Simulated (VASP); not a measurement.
# TlCl (Pm-3m) in VASP: a series of runs

Aim: see how the results for TlCl move with the level of theory and the settings. Levels: PBE+D3(BJ), PBE+D4, r2SCAN+rVV10, PBE. Tasks: relaxation of cell and atoms, single point.

Everything below comes from runs of VASP 6.6.1. Logs are shortened: lines on timing, memory, paths and dates and some standing lists are left out, and cuts for length are marked.

### Step 1. The cell of the first run

It takes space group Pm-3m (No. 221, cubic). Conventional cell: a = 3.834 Å, b = 3.834 Å, c = 3.834 Å, α = 90.00°, β = 90.00°, γ = 90.00°. Tl (site symmetry m-3m) has 8 Cl at 3.32 Å and 6 Tl at 3.83 Å within 4.4 Å. Within 4.4 Å of Cl (site symmetry m-3m) lie 8 Tl at 3.32 Å and 6 Cl at 3.83 Å.

### Step 2. Relaxation of cell and atoms, PBE+D3(BJ)

The input, INCAR:

```
SYSTEM = TlCl
PREC = Accurate ; ENCUT = 500
EDIFF = 1E-7 ; ISMEAR = -1
SIGMA = 0.02 ; LREAL = .False.
LASPH = .True. ; NELM = 120
ALGO = Normal ; ISIF = 3
LWAVE = .False. ; LCHARG = .False.
GGA = PE ; IVDW = 12
IBRION = 2 ; NSW = 80
EDIFFG = -0.005 ; GGA_COMPAT = .False.
NELMIN = 4
```

The input, KPOINTS:

```
Automatic mesh
0
Gamma
  6 6 6
  0 0 0
```

The input, POSCAR:

```
TlCl
1.0
    3.8340000000      0.0000000000      0.0000000000
    0.0000000000      3.8340000000      0.0000000000
    0.0000000000      0.0000000000      3.8340000000
Tl Cl
1 1
Direct
    0.0000000000      0.0000000000      0.0000000000
    0.5000000000      0.5000000000      0.5000000000
```

Potentials or basis: VASP PAW PBE potentials, release 64 (Tl_d, Cl).

Started as:

```
> cat potpaw_PBE.64/Tl_d/POTCAR potpaw_PBE.64/Cl/POTCAR > POTCAR
> mpirun -np 1 vasp_std > vasp.out
```

OUTCAR:

```text
SYSTEM = TlCl
   PREC = Accurate
   ENCUT = 500
   EDIFF = 1E-7
   ISMEAR = -1
   LREAL = .False.
   LASPH = .True.
   NELM = 120
   ISIF = 3
   GGA = PE
   IVDW = 12
   IBRION = 2
   NSW = 80
   EDIFFG = -0.005
   NELMIN = 4
 IVDW          = 12

 ion  position               nearest neighbor table
   1  0.000  0.000  0.000-   2 3.32   2 3.32   2 3.32   2 3.32   2 3.32   2 3.32   2 3.32   2 3.32

   2  0.500  0.500  0.500-   1 3.32   1 3.32   1 3.32   1 3.32   1 3.32   1 3.32   1 3.32   1 3.32

  LATTYP: Found a simple cubic cell.
 ALAT       =     3.8340000000

  Lattice vectors:

 A1 = (   3.8340000000,   0.0000000000,   0.0000000000)
 A2 = (   0.0000000000,   3.8340000000,   0.0000000000)
 A3 = (   0.0000000000,   0.0000000000,   3.8340000000)

Analysis of symmetry for initial positions (statically):
=====================================================================
 Subroutine PRICEL returns:
 Original cell was already a primitive cell.

 Routine SETGRP: Setting up the symmetry group for a
 simple cubic supercell.

 Subroutine GETGRP returns: Found 48 space group operations
 (whereof 48 operations were pure point group operations)
 out of a pool of 48 trial point group operations.

The static configuration has the point symmetry O_h .

Analysis of symmetry for dynamics (positions and initial velocities):
=====================================================================
 Subroutine PRICEL returns:
 Original cell was already a primitive cell.

 Routine SETGRP: Setting up the symmetry group for a
 simple cubic supercell.

 Subroutine GETGRP returns: Found 48 space group operations
 (whereof 48 operations were pure point group operations)
 out of a pool of 48 trial point group operations.

The dynamic configuration has the point symmetry O_h .

 Subroutine INISYM returns: Found 48 space group operations
 (whereof 48 operations are pure point group operations),
 and found     1 'primitive' translations

----------------------------------------------------------------------------------------

                                     Primitive cell

  volume of cell :      56.3581

  direct lattice vectors                    reciprocal lattice vectors
     3.834000000  0.000000000  0.000000000     0.260824204  0.000000000  0.000000000
     0.000000000  3.834000000  0.000000000     0.000000000  0.260824204  0.000000000
     0.000000000  0.000000000  3.834000000     0.000000000  0.000000000  0.260824204

  length of vectors
     3.834000000  3.834000000  3.834000000     0.260824204  0.260824204  0.260824204

  position of ions in fractional coordinates (direct lattice)
     0.000000000  0.000000000  0.000000000
     0.500000000  0.500000000  0.500000000

  ion indices of the primitive-cell ions
   primitive index   ion index
                 1           1
                 2           2

----------------------------------------------------------------------------------------

 KPOINTS: Automatic mesh

Automatic generation of k-mesh.
 Grid dimensions read from file:
 generate k-points for:    6    6    6

 Generating k-lattice:

  Cartesian coordinates                     Fractional coordinates (reciprocal lattice)
     0.043470701  0.000000000  0.000000000     0.166666667  0.000000000  0.000000000
     0.000000000  0.043470701  0.000000000     0.000000000  0.166666667  0.000000000
     0.000000000  0.000000000  0.043470701     0.000000000  0.000000000  0.166666667

  Length of vectors
     0.043470701  0.043470701  0.043470701

  Shift w.r.t. Gamma in fractional coordinates (k-lattice)
     0.000000000  0.000000000  0.000000000

 Subroutine IBZKPT returns following result:
 ===========================================

 Found     20 irreducible k-points:

 Following reciprocal coordinates:
            Coordinates               Weight
  0.000000  0.000000  0.000000      1.000000
  0.166667  0.000000  0.000000      6.000000
  0.333333  0.000000  0.000000      6.000000
  0.500000  0.000000  0.000000      3.000000
  0.166667  0.166667  0.000000     12.000000
  0.333333  0.166667  0.000000     24.000000
[... 12 lines left out ...]
  0.500000  0.500000  0.333333      6.000000
  0.500000  0.500000  0.500000      1.000000
   k-points           NKPTS =     20   k-points in BZ     NKDIM =     20   number of bands    NBANDS=     14
   number of dos      NEDOS =    301   number of ions     NIONS =      2
   total plane-waves  NPLWV =  21952
   dimension x,y,z NGX =    28 NGY =   28 NGZ =   28
   dimension x,y,z NGXF=    56 NGYF=   56 NGZF=   56
   ions per type =               1   1
   NGX,Y,Z   is equivalent  to a cutoff of  12.14, 12.14, 12.14 a.u.
   NGXF,Y,Z  is equivalent  to a cutoff of  24.28, 24.28, 24.28 a.u.
 SYSTEM =  TlCl
   PREC   = accura    normal or accurate (medium, high low for compatibility)
   ISTART =      0    job   : 0-new  1-cont  2-samecut
   ICHARG =      2    charge: 1-file 2-atom 10-const
   ISPIN  =      1    spin polarized calculation?
   LNONCOLLINEAR =      F non collinear calculations
   LSORBIT =      F    spin-orbit coupling
   LASPH  =      T    aspherical Exc in radial PAW
   ENCUT  =  500.0 eV  36.75 Ry    6.06 a.u.   6.99  6.99  6.99*2*pi/ulx,y,z
   NELM   =    120;   NELMIN=  4; NELMDL= -5     # of ELM steps
   EDIFF  = 0.1E-06   stopping-criterion for ELM
   LREAL  =      F    real-space projection
   EDIFFG = -.5E-02   stopping-criterion for IOM
   NSW    =     80    number of steps for IOM
   IBRION =      2    ionic relax: 0-MD 1-quasi-New 2-CG
   NFREE  =      1    steps in history (QN), initial steepest desc. (CG)
   ISIF   =      3    stress and relaxation
   ISYM   =      2    0-nonsym 1-usesym 2-fastsym
   POTIM  = 0.5000    time-step for ionic-motion
   TEBEG  =    0.0;   TEEND  =   0.0 temperature during run
   PSTRESS=    0.0 pullay stress
   NELECT =      20.0000    total number of electrons
   NUPDOWN=      -1.0000    fix difference up-down
   EMIN   =  10.00;   EMAX   =-10.00  energy-range for DOS
   EFERMI =   0.00;   METHOD = LEGACY
   ISMEAR =    -1;   SIGMA  =   0.02  broadening in eV -4-tet -1-fermi 0-gaus
   EFERMI_NEDOS =   21; number of points for ismear=-14 and -15
   IALGO  =     38    algorithm
   IMIX   =      4    mixing-type and parameters
     AMIX     =   0.40;   BMIX     =  1.00
     AMIX_MAG =   1.60;   BMIX_MAG =  1.00
  volume/ion in A,a.u.               =      28.18       190.16
  Fermi-wavevector in a.u.,A,eV,Ry     =   1.159043  2.190273 18.277790  1.343380
  Thomas-Fermi vector in A             =   2.295639
   LORBIT       =      0    0 simple, 1 ext, 2 COOP (PROOUT), +10 PAW based schemes
   GGA     = PE    functional components
   LHFCALC =     F    Hartree Fock is set to
   AEXX    =    0.0000 exact exchange contribution
   IVDW    =    12    specifies the selected vdW correction
   LEPSILON=     F    determine dielectric tensor
   LRPA    =     F    only Hartree local field effects (RPA)
 conjugate gradient relaxation of ions
 non-spin polarized calculation
  energy-cutoff  :      500.00
  volume of cell :       56.36
 maximum number of plane-waves:      1472
 NGX is ok and might be reduce to    28
   NGX = 13   NGY = 13   NGZ = 13

--------------------------------------- Ionic step        1  -------------------------------------------

 number of electron      19.9999993 magnetization

 Free energy of the ion-electron system (eV)
  ---------------------------------------------------
  ext. energy  EPLUGINS =         0.00000000
  ---------------------------------------------------
  free energy    TOTEN  =        -6.00408373 eV

  energy without entropy =       -6.00408373  energy(sigma->0) =       -6.00408373

------------------------ aborting loop because EDIFF is reached ----------------------------------------

 Edisp (eV)   -0.51019

 E8    (eV) :    -0.2332

  FORCE on cell =-STRESS in cart. coord.  units (eV):
  Direction    XX          YY          ZZ          XY          YZ          ZX
  --------------------------------------------------------------------------------------
  -------------------------------------------------------------------------------------
  Total       0.13245     0.13245     0.13245     0.00000    -0.00000    -0.00000
  in kB       3.76541     3.76541     3.76541     0.00000    -0.00000    -0.00000
  external pressure =        3.77 kB  Pullay stress =        0.00 kB

 VOLUME and BASIS-vectors are now :
 -----------------------------------------------------------------------------
  energy-cutoff  :      500.00
  volume of cell :       56.36
      direct lattice vectors                 reciprocal lattice vectors
     3.834000000  0.000000000  0.000000000     0.260824204  0.000000000  0.000000000
     0.000000000  3.834000000  0.000000000     0.000000000  0.260824204  0.000000000
     0.000000000  0.000000000  3.834000000     0.000000000  0.000000000  0.260824204
[... 281 lines left out ...]
 POSITION                                       TOTAL-FORCE (eV/Angst)
 -----------------------------------------------------------------------------------
      0.00000      0.00000      0.00000        -0.000000      0.000000      0.000000
      1.95794      1.95794      1.95794         0.000000     -0.000000      0.000000
 -----------------------------------------------------------------------------------
    total drift:                               -0.000000      0.000000      0.000000

  FREE ENERGIE OF THE ION-ELECTRON SYSTEM (eV)
  ---------------------------------------------------
  free  energy   TOTEN  =        -6.5480736591 eV

  energy  without entropy=       -6.5480736591  energy(sigma->0) =       -6.54807366

--------------------------------------- Ionic step        9  -------------------------------------------

 number of electron      20.0000006 magnetization

 Free energy of the ion-electron system (eV)
  ---------------------------------------------------
  ext. energy  EPLUGINS =         0.00000000
  ---------------------------------------------------
  free energy    TOTEN  =        -6.01302330 eV

  energy without entropy =       -6.01302330  energy(sigma->0) =       -6.01302330

 E-fermi :   2.4365     XC(G=0):  -8.8284

 val. band max:        2.0238173255   @ k =   0.5000   0.0000   0.0000
 cond. band min:       4.2565773237   @ k =   0.5000   0.0000   0.0000
 fundamental gap:      2.2327599982
 Fermi energy:         2.4365328295

 k-point     1 :       0.0000    0.0000    0.0000
  band No.  band energies     occupation
      1     -11.3760      2.00000
      2      -7.7964      2.00000
      3      -7.7964      2.00000
      4      -7.5924      2.00000
      5      -7.5924      2.00000
      6      -7.5924      2.00000
      7      -2.3853      2.00000
      8       0.7850      2.00000
      9       0.7850      2.00000
     10       0.7850      2.00000
     11       9.6044      0.00000
     12       9.6044      0.00000
     13       9.6044      0.00000
     14      10.0153      0.00000

 k-point     2 :       0.1667    0.0000    0.0000
  band No.  band energies     occupation
      1     -11.3273      2.00000
      2      -7.7936      2.00000
      3      -7.7594      2.00000
      4      -7.6085      2.00000
      5      -7.6085      2.00000
      6      -7.5909      2.00000
      7      -2.5566      2.00000
      8       0.8736      2.00000
      9       0.8736      2.00000
     10       0.9543      2.00000
[... 334 lines left out ...]
 POSITION                                       TOTAL-FORCE (eV/Angst)
 -----------------------------------------------------------------------------------
      3.91691      0.00000      3.91691        -0.000000     -0.000000      0.000000
      1.95845      1.95845      1.95845         0.000000      0.000000      0.000000
 -----------------------------------------------------------------------------------
    total drift:                                0.000000      0.000000      0.000000

  FREE ENERGIE OF THE ION-ELECTRON SYSTEM (eV)
  ---------------------------------------------------
  free  energy   TOTEN  =        -6.5480812765 eV

  energy  without entropy=       -6.5480812764  energy(sigma->0) =       -6.54808128

 reached required accuracy - stopping structural energy minimisation
```

Wall time 35 s (1 thread of Intel Xeon 6975P-C (Granite Rapids), shared host); peak memory 0.17 GiB.

Results:

- Free energy: -6.5481 eV
- Relaxed volume: 30.05 Å³/atom
- Relaxed cell: a = 3.917 Å, b = 3.917 Å, c = 3.917 Å, α = 90.00°, β = 90.00°, γ = 90.00°
- Space group after relaxing (to 0.05 Å): Pm-3m (No. 221)
- Energy gained by relaxing: 16.9 meV/atom
- Ionic steps: 9
- Pressure after relaxing: 0.0 GPa
- Band gap on the k mesh: 2.23 eV, direct
- Dispersion energy per atom: -0.268 eV

Step by step:
```csv
step,energy change (eV),largest force (eV/Å),pressure (GPa),volume (Å³)
1,0.0000,0.0000,0.38,56.36
2,-0.0017,0.0000,0.70,56.90
3,-0.0197,0.0000,2.54,58.55
4,-0.0214,0.0000,-1.65,61.93
5,-0.0328,0.0000,-0.70,60.54
6,-0.0332,0.0000,0.61,59.77
7,-0.0338,0.0000,-0.07,60.12
8,-0.0338,0.0000,0.07,60.05
9,-0.0338,0.0000,-0.02,60.09
```

Final structure:
```yaml
crystal:
  lattice:
    - [3.91691, 0.00000, 0.00000]
    - [0.00000, 3.91691, 0.00000]
    - [0.00000, 0.00000, 3.91691]
  atoms:
    - { symbol: Tl, position: [0.00000, 0.00000, 0.00000] }
    - { symbol: Cl, position: [0.50000, 0.50000, 0.50000] }
```

Levels at points of the mesh, in eV from the valence-band top:
```
           k point  band 7  band 8  band 9  band 10  band 11  band 12  band 13  band 14
(0.00, 0.00, 0.00)   -4.41   -1.24   -1.24    -1.24     7.58     7.58     7.58     7.99
(0.50, 0.00, 0.00)   -5.08   -0.86   -0.86     0.00     2.23     6.55     6.55     9.02
(0.50, 0.50, 0.00)   -3.28   -2.56   -2.56    -0.81     4.83     4.83     8.20     8.45
(0.50, 0.50, 0.50)   -2.23   -1.71   -1.71    -1.71     2.77     2.77     2.77    12.51
```

Caveat: spin-orbit coupling is left out, which moves the levels of the heavy elements. Zero-point motion and thermal expansion aren't in these numbers.

[end of part 1 of 2]
